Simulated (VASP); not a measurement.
SrO: relaxation of cell and atoms with PBE

Crystal: SrO.

```
CELL_PARAMETERS angstrom
0.00000 2.58378 2.58378
2.58378 0.00000 2.58378
2.58378 2.58378 0.00000
ATOMIC_POSITIONS crystal
Sr 0.50000 0.50000 0.50000
O 0.00000 0.00000 0.00000
```

| Property | Result |
| --- | --- |
| Program | VASP 6.6.1 |
| Task | relaxation of cell and atoms |
| Functional | PBE |
| Potentials or basis | VASP PAW PBE potentials, release 64 (Sr_sv, O) |
| Cutoff | 600 eV |
| k mesh | 8 × 8 × 8 |
| Occupations | gaussian, width 0.02 eV |
| Spin | no spin polarisation |
| Dipole correction | no |
| Further INCAR settings | ALGO = Normal; EDIFF = 1e-06; IBRION = 2; EDIFFG = -0.005; NSW = 100; ISIF = 3 |

```
Relaxed volume                         : 17.61 Å³/atom
Relaxed cell                           : a = 3.680 Å, b = 3.680 Å, c = 3.680 Å, α = 60.00°, β = 60.00°, γ = 60.00°
Space group after relaxing (to 0.05 Å) : Fm-3m (No. 225)
Energy gained by relaxing              : 2.1 meV/atom
Ionic steps                            : 3
Pressure after relaxing                : 0.0 GPa
Band gap on the k mesh                 : 3.28 eV, indirect (least direct gap 3.39 eV)
```

The path:
| step | energy change (eV) | largest force (eV/Å) | pressure (GPa) | volume (Å³) |
| --- | --- | --- | --- | --- |
| 1 | 0.0000 | 0.0000 | 1.85 | 34.50 |
| 2 | -0.0036 | 0.0000 | -0.64 | 35.50 |
| 3 | -0.0041 | 0.0000 | 0.00 | 35.23 |

Final structure:
```
CELL_PARAMETERS angstrom
0.00000 2.60185 2.60185
2.60185 0.00000 2.60185
2.60185 2.60185 0.00000
ATOMIC_POSITIONS crystal
Sr 0.50000 0.50000 0.50000
O 0.00000 0.00000 0.00000
```

Levels at points of the mesh, in eV from the valence-band top:
| k point | band 4 | band 5 | band 6 | band 7 | band 8 | band 9 | band 10 | band 11 | band 12 |
| --- | --- | --- | --- | --- | --- | --- | --- | --- | --- |
| (0.00, 0.00, 0.00) | -14.19 | -14.19 | 0.00 | 0.00 | 0.00 | 3.73 | 6.13 | 6.13 | 6.13 |
| (0.50, 0.00, 0.00) | -14.26 | -13.01 | -2.10 | -1.07 | -1.07 | 6.40 | 8.17 | 8.64 | 8.64 |
| (0.50, 0.50, 0.00) | -14.52 | -14.52 | -0.49 | -0.11 | -0.11 | 3.28 | 7.54 | 9.94 | 10.06 |

It took 63 s on 1 thread of Intel Xeon 8259CL (shared host), peak memory 0.18 GiB.

A k mesh can miss the band edges.
